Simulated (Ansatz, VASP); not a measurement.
## One calculation of CaSe, two programs

```
Ca Se
1.0
     0.00000    3.23186    3.23186
     3.23186    0.00000    3.23186
     3.23186    3.23186    0.00000
Ca Se
1 1
Cartesian
  0.0000 0.0000 0.0000
  4.8478 4.8478 4.8478
```

Alike in both runs: functional BLYP; dispersion D3(BJ); k mesh 6 × 6 × 6; no spin polarisation.

Ansatz relaxed the structure, and its values are those at the end. VASP's run is a single point on that final structure, the one shown.

|  | VASP | Ansatz |
| --- | --- | --- |
| version | VASP 6.6.1 | Ansatz 0.2.0 |
| potentials or method | VASP PAW PBE potentials, release 64 (Ca_sv, Se), cutoff 520 eV | plane waves, PAW |
| occupations | gaussian, width 0.01 eV | fixed |
| valence electrons in the cell | 16 | 26 |

VASP gave:

```
pressure (GPa) : 0.2
```

Estimate Ansatz's values.

pressure (GPa): 0.0.

VASP's potentials were made for PBE, not for BLYP. VASP's potentials hold 16 valence electrons a cell and Ansatz's 26, so a difference there can come from the potentials and not from the codes.
